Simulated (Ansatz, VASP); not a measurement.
## BeS in VASP and in Ansatz

File POSCAR:

```
BeS
1.0
    0.0000000000      2.3172971949      2.2477782791
    2.3172971949      0.0000000000      2.2477782791
    2.3172971949      2.3172971949      0.0000000000
Be S
1 1
Direct
    0.0000000000      0.0000000000      0.0000000000
    0.5000000000      0.5000000000      0.5000000000
```

Contents of INCAR.step1:

```
  ALGO = Normal
  EDIFF = 1E-5
  ENCUT = 520
  GGA = PE
  ISIF = 2
  ISMEAR = 0
  LASPH = T
  LCHARG = F
  LREAL = F
  LWAVE = T
  NBANDS = 11
  NELM = 100
  PREC = Accurate
  SIGMA = 0.01
```

INCAR.step2

```
  ALGO = Normal
  EDIFF = 1E-6
  ENCUT = 520
  GGA = PE
  HFSCREEN = 0.2079
  ISIF = 2
  ISMEAR = 0
  ISTART = 1
  LASPH = T
  LCHARG = F
  LHFCALC = T
  LREAL = F
  LWAVE = F
  NBANDS = 11
  NELM = 100
  PREC = Accurate
  PRECFOCK = Normal
  SIGMA = 0.01
```

File KPOINTS:

```
k-points
0
Gamma
  6 6 6
```

Input for Ansatz:

```yaml
crystal:
  lattice:
    - [0.0, 2.3172971949, 2.2477782791]
    - [2.3172971949, 0.0, 2.2477782791]
    - [2.3172971949, 2.3172971949, 0.0]
  atoms:
    - { symbol: Be, position: [0.0, 0.0, 0.0] }
    - { symbol: S, position: [0.5, 0.5, 0.5] }
kpoints:
  mp_grid: { grid: [6, 6, 6] }
  band_path:
    path:
      - [0.0, 0.0, 0.0]
      - [0.5, 0.0, 0.5]
      - [0.625, 0.25, 0.625]
      - [0.375, 0.375, 0.75]
      - [0.5, 0.5, 0.5]
      - [0.5, 0.25, 0.75]
      - [0.15, 0.15, 0.3]
    npoints: 1
hamiltonian:
  xc: hse06
scf:
  occupations: { method: fixed }
  n_extra_bands: 4
output:
  forces: true
  stress: true
  eigenvalues: true
```

Change from the starting cell: uniaxial_z strain -3.0%.

Alike in both runs: task single point; functional HSE06; k mesh 6 × 6 × 6; no spin polarisation.

```csv
,VASP,Ansatz
version,VASP 6.6.1,Ansatz 0.2.0
potentials or method,"VASP PAW PBE potentials, release 64 (Be, S)","plane waves, PAW"
plane-wave cutoff (eV),520,420
occupations,"gaussian, width 0.01 eV",fixed
valence electrons in the cell,8,8
```

```tsv
	VASP	Ansatz	Ansatz less VASP
gap on the k mesh at the Fermi level (eV)	1.54	1.55	+0.012
pressure (GPa)	1.7	2.0	+0.24
traceless stress, the component that is largest in VASP (GPa)	2.46	2.45	-0.013
```

Ansatz's warnings: stress exchange threshold loose, stress scf threshold loose.
